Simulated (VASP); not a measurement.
A run of VASP 6.6.1 is set up as follows.

INCAR

```
SYSTEM = K2H3
PREC = Accurate ; ENCUT = 600
EDIFF = 1E-7 ; ISMEAR = 0
SIGMA = 0.1 ; LREAL = .FALSE.
LASPH = .TRUE. ; NELM = 100
ALGO = Normal ; ISIF = 3
LWAVE = .FALSE. ; LCHARG = .FALSE.
GGA = PE ; IBRION = 2
NSW = 100 ; EDIFFG = -0.01
```

KPOINTS

```
Automatic mesh
0
G
  10 10 6
  0 0 0
```

POSCAR

```
K2H3
1.0
    3.4826042527     -2.6396261048      0.0000000000
    3.4826042527      2.6396261048      0.0000000000
   -0.3744130711      0.0000000000      7.6180660450
K H
2 3
Direct
    0.2196405177      0.2701074613      0.2624212021
    0.7298925387      0.7803594823      0.7375787979
    0.2242668778      0.7757331222      0.5000000000
    0.6791827835      0.3208172165      0.5000000000
    0.8254059135      0.1745940865      0.5000000000
```

Potentials or basis: VASP PAW PBE potentials, release 64 (K_sv, H).

Command:

```bash
$ cat potpaw_PBE.64/K_sv/POTCAR potpaw_PBE.64/H/POTCAR > POTCAR
$ mpirun -np 1 vasp_std > vasp.out
```

(1) What does it give for the relaxed cell?

(2) Predict the space group after relaxing (to 0.1 Å).

Results:

(1) a = 4.389 Å, b = 4.389 Å, c = 7.628 Å, α = 91.80°, β = 91.80°, γ = 72.32°.

(2) C2 (No. 5).

Caveat: an odd number of electrons without spin polarisation forces a metal; a magnetic or distorted state may lie lower.
